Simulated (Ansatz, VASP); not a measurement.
## CsPbBr3: VASP beside Ansatz

File INCAR:

```
  PREC = Accurate
  ENCUT = 600
  EDIFF = 1E-7
  ISMEAR = -1
  SIGMA = 0.0806
  LREAL = False
  LASPH = True
  NELM = 60
  ALGO = Normal
  ISIF = 3
  LWAVE = False
  LCHARG = False
  GGA = PE
  IBRION = 2
  NSW = 60
  EDIFFG = -0.01
```

KPOINTS

```
Automatic mesh
0
Gamma
  3 3 3
```

The input POSCAR:

```
CsPbBr3
1.0
    5.8558460000      0.0000000000      0.0000000000
    0.0000000000      5.8558460000      0.0000000000
    0.0000000000      0.0000000000      5.8558460000
Br Pb Cs
3 1 1
Direct
    0.0000000000      0.5000000000      0.5000000000
    0.5000000000      0.0000000000      0.5000000000
    0.5000000000      0.5000000000      0.0000000000
    0.5000000000      0.5000000000      0.5000000000
    0.0000000000      0.0000000000      0.0000000000
```

Input for Ansatz:

```yaml
crystal:
  lattice:
    - [5.855846, 0.0, 0.0]
    - [0.0, 5.855846, 0.0]
    - [0.0, 0.0, 5.855846]
  atoms:
    - { symbol: Br, position: [0.0, 0.5, 0.5] }
    - { symbol: Br, position: [0.5, 0.0, 0.5] }
    - { symbol: Br, position: [0.5, 0.5, 0.0] }
    - { symbol: Pb, position: [0.5, 0.5, 0.5] }
    - { symbol: Cs, position: [0.0, 0.0, 0.0] }
  symmetry: { tolerance: 0.0003 }
kpoints:
  mp_grid: { grid: [3, 3, 3], shift: [0, 0, 0] }
magnetization:
  spin_polarized: false
scf:
  occupations: { method: fermi_dirac, width: 0.0806 }
hamiltonian:
  pseudopotentials: { kind: paw }
  xc: pbe
basis:
  ecutwfc: 420
output:
  forces: true
  stress: true
  eigenvalues: true
relax:
  max_steps: 40
  cell: {}
```

Alike in both runs: task relaxation of cell and atoms; functional PBE; k mesh 3 × 3 × 3; occupations fermi-dirac, width 0.0806 eV; no spin polarisation.

|  | VASP | Ansatz |
| --- | --- | --- |
| version | VASP 6.6.1 | Ansatz 0.2.0 |
| potentials or method | VASP PAW PBE potentials, release 64 (Br, Pb_d, Cs_sv), cutoff 600 eV | PAW plane waves |
| valence electrons in the cell | 44 | 44 |

Ansatz gave:

| Item | Value |
| --- | --- |
| gap on the k mesh at the Fermi level, each at its own relaxed structure (eV) | 3.95 |
| relaxed volume (Å³/atom) | 42.69 |
| relaxed length of the cell vector where the two differ most in proportion (Å) | 5.976 |

Task: Which values does VASP return?

Result: gap on the k mesh at the Fermi level, each at its own relaxed structure (eV): 3.95; relaxed volume (Å³/atom): 42.72; relaxed length of the cell vector where the two differ most in proportion (Å): 5.978.

Spin-orbit coupling is off throughout.
